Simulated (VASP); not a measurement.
The system is Cu.

```xyz
1
Lattice="0.0000 1.8075 1.8075 1.8075 0.0000 1.8075 1.8075 1.8075 0.0000" Properties=species:S:1:pos:R:3 pbc="T T T"
Cu    0.0000    0.0000    0.0000
```

Program: VASP 6.6.1. Alike in all runs: no spin polarisation; cell as given.

Task: Order these runs on this cell by their pressure, lowest first.
A. level PBE exchange alone; potentials or basis VASP PAW PBE potentials, release 64 (Cu); k mesh 13 × 13 × 13; cutoff (eV) 600; smearing fermi-dirac 0.05 eV; dipole correction no
B. level LDA; potentials or basis VASP PAW LDA potentials, release 64 (Cu); k mesh 7 × 7 × 7; cutoff (eV) 600; smearing fermi-dirac 0.05 eV; dipole correction no
C. level LAK; potentials or basis VASP PAW PBE potentials, release 64 (Cu); k mesh 21 × 21 × 21; cutoff (eV) 590; smearing gaussian 0.04 eV; tolerance level standard; purpose bands; route KPOINTS_OPT
D. level PBE; potentials or basis VASP PAW PBE potentials, release 64 (Cu); k mesh 9 × 9 × 9; cutoff (eV) 600; smearing fermi-dirac 0.05 eV; dipole correction no
E. level r2SCAN; potentials or basis VASP PAW PBE potentials, release 64 (Cu); k mesh 7 × 7 × 7; cutoff (eV) 660; smearing fermi-dirac 0.05 eV; dipole correction no

Result: B (-11.9 GPa), E (-4.5 GPa), D (2.4 GPa), C (4.5 GPa), A (23.6 GPa).

Caveats: some runs use coarse meshes; the PAW data sets were made with another functional, which shifts forces and pressure a little (at least some runs); the cell stands under pressure (at least some runs).
